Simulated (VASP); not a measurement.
A run of VASP 6.6.1:

The input INCAR:

```
SYSTEM = TiSi
ALGO = Normal ; EDIFF = 1E-6
ENCUT = 520 ; GGA = PS
ISIF = 2 ; ISMEAR = 0
LASPH = .TRUE. ; LCHARG = .FALSE.
LREAL = .FALSE. ; LWAVE = .FALSE.
NBANDS = 42 ; NELM = 80
PREC = Accurate ; SIGMA = 0.1
```

Contents of KPOINTS:

```
k-points
0
G
  10 6 10
  0 0 0
```

Contents of POSCAR:

```
TiSi
1.0
    3.6228885162      0.0000000000      0.0000000000
    0.0000000000      7.6199608108      0.0000000000
    0.0000000000      0.0000000000      4.2181183314
Ti Si
4 4
Direct
    0.0000000000      0.5000000000      0.0507500000
    0.5000000000      0.5000000000      0.5507500000
    0.5000000000      0.0000000000      0.5507500000
    0.0000000000      0.0000000000      0.0507500000
    0.0000000000      0.7500000000      0.5507500000
    0.0000000000      0.2500000000      0.5507500000
    0.5000000000      0.2500000000      0.0507500000
    0.5000000000      0.7500000000      0.0507500000
```

Potentials or basis: VASP PAW PBE potentials, release 64 (Ti_sv, Si).

Launch:

```sh
$ cat potpaw_PBE.64/Ti_sv/POTCAR potpaw_PBE.64/Si/POTCAR > POTCAR
$ mpirun -np 1 vasp_std > vasp.out
```

Hardware: 1 thread of Intel(R) Xeon(R) 6975P-C (Granite Rapids), with other jobs on the host.

Problem. How long does it take, and how much memory?

Solution. Run time: 4.4 min on 1 thread of Intel(R) Xeon(R) 6975P-C (Granite Rapids), with other jobs on the host, peak memory 0.59 GiB. Counts: scf iterations 14, k points 144.
